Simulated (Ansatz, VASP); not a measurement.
**YC12 in VASP and in Ansatz**

```
CELL_PARAMETERS angstrom
5.85155 0.00000 0.00000
-2.92578 5.06759 0.00000
0.00000 0.00000 2.21633
ATOMIC_POSITIONS crystal
Y 0.00000 0.00000 0.50000
C 0.85027 0.53883 0.78300
C 0.68855 0.53883 0.21700
C 0.31145 0.85027 0.21700
C 0.68855 0.14973 0.78300
C 0.14973 0.68855 0.78300
C 0.53883 0.68855 0.21700
C 0.46117 0.14973 0.21700
C 0.31145 0.46117 0.78300
C 0.14973 0.46117 0.21700
C 0.53883 0.85027 0.78300
C 0.85027 0.31145 0.21700
C 0.46117 0.31145 0.78300
```

Alike in both runs: task relaxation of cell and atoms; functional PBE; k mesh 3 × 3 × 8; occupations gaussian, width 0.1 eV; no spin polarisation.

|  | VASP | Ansatz |
| --- | --- | --- |
| version | VASP 6.6.1 | Ansatz 0.2.0 |
| potentials or method | VASP PAW PBE potentials, release 64 (Y_sv, C), cutoff 600 eV | scalar-relativistic, plane waves, PAW |
| valence electrons in the cell | 59 | 59 |

|  | VASP | Ansatz | Ansatz less VASP |
| --- | --- | --- | --- |
| gap on the k mesh at the Fermi level, each at its own relaxed structure (eV) | none | none | - |
| relaxed volume (Å³/atom) | 8.95 | 10.82 | +1.869 |
| relaxed cell length with the largest relative difference (Å) | 7.310 | 8.036 | +0.7262 |

A gap of «none» marks a metal or a gap that the smearing closes. One of these differences is far larger than is usual between the two programs; its cause wasn't traced.

The k mesh is coarse, so the values compare programs but aren't converged. Noted on VASP's run: the volume moved by over 15 % at a fixed basis, so the end points are rough.
